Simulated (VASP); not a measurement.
Here is a VASP 6.6.1 calculation.

The input INCAR:

```
SYSTEM = WS2
  PREC = Accurate
  ENCUT = 520
  EDIFF = 1E-6
  ISMEAR = 0
  SIGMA = 0.05
  LREAL = .FALSE.
  LASPH = .TRUE.
  NELM = 100
  ALGO = Normal
  ISIF = 2
  LWAVE = .FALSE.
  LCHARG = .FALSE.
  LDIPOL = .TRUE.
  IDIPOL = 3
  DIPOL = 0.5 0.5 0.401
  GGA = PE
  IVDW = 12
  NBANDS = 35
```

The input KPOINTS:

```
Automatic mesh
0
G
  9 9 1
  0 0 0
```

File POSCAR:

```
WS2
1.0
    3.1595457497      0.0000000000      0.0000000000
   -1.5797728749      2.7362468836      0.0000000000
    0.0000000000      0.0000000000     23.8042575719
S W
4 2
Direct
    0.3333333333      0.6666666667      0.1890418126
    0.3333333333      0.6666666667      0.3214605103
    0.5000000000      1.3333333333      0.4806757258
    0.5000000000      1.3333333333      0.6130944235
    0.6666666667      0.3333333333      0.2552511581
    0.1666666667      1.6666666667      0.5468850713
```

Potentials or basis: VASP PAW PBE potentials, release 64 (S, W_sv).

The run is started by

```bash
$ cat potpaw_PBE.64/S/POTCAR potpaw_PBE.64/W_sv/POTCAR > POTCAR
$ mpirun -np 1 vasp_std > vasp.out
```

**Question.** What does it give for the dispersion energy per atom?

**Answer.** -0.343 eV.

**Question.** Predict the largest force.

**Answer.** 0.074 eV/Å.

**Question.** Estimate the band gap on the k mesh.

**Answer.** 1.86 eV (least direct gap 1.91 eV).

Forces in eV/Å, atoms in the order of the input:
```
S    0.000  0.000  0.004
S   -0.004  0.002  0.074
S    0.004 -0.002 -0.074
S    0.000  0.000 -0.004
W   -0.003  0.001  0.040
W    0.003 -0.001 -0.040
```

Caveat: the cell differs from its parent crystal (layers slid over each other); spin-orbit coupling is left out, which moves the levels of the heavy elements.
